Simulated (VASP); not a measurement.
BaHfO3, 5 atoms in the cell. The structure is cubic, space group Pm-3m (No. 221). The conventional cell has a = 4.177 Å, b = 4.177 Å, c = 4.177 Å, α = 90.00°, β = 90.00°, γ = 90.00°. Ba (site symmetry m-3m) has 12 O at 2.95 Å and 8 Hf at 3.62 Å within 3.9 Å. Within 2.8 Å of Hf (site symmetry m-3m) lie 6 O at 2.09 Å. O (site symmetry 4/mmm) has 2 Hf at 2.09 Å within 2.8 Å. 

```yaml
Program: VASP 6.6.1
Task: single point
Functional: r2SCAN
Potentials_or_basis: VASP PAW PBE potentials, release 64 (Ba_sv, Hf_pv, O)
Cutoff: 520 eV
k_mesh: 6 × 6 × 6
Occupations: gaussian, width 0.01 eV
Spin: no spin polarisation
Dipole_correction: no
Further_INCAR_settings: ALGO = Normal; EDIFF = 1e-06; NBANDS = 27
```

Potentials or basis: VASP PAW PBE potentials, release 64 (Ba_sv, Hf_pv, O).

Command:

```sh
$ cat potpaw_PBE.64/Ba_sv/POTCAR potpaw_PBE.64/Hf_pv/POTCAR potpaw_PBE.64/O/POTCAR > POTCAR
$ cp INCAR.step1 INCAR
$ mpirun -np 1 vasp_std > vasp.out
$ cp INCAR.step2 INCAR
$ mpirun -np 1 vasp_std > vasp.out
```

Hardware: 1 thread of Intel(R) Xeon(R) 6975P-C (Granite Rapids) (shared host).

Problem. Estimate the wall time of this run.

Solution. It took 80 s on 1 thread of Intel(R) Xeon(R) 6975P-C (Granite Rapids) (shared host), peak memory 0.24 GiB. Counts: k points 40.
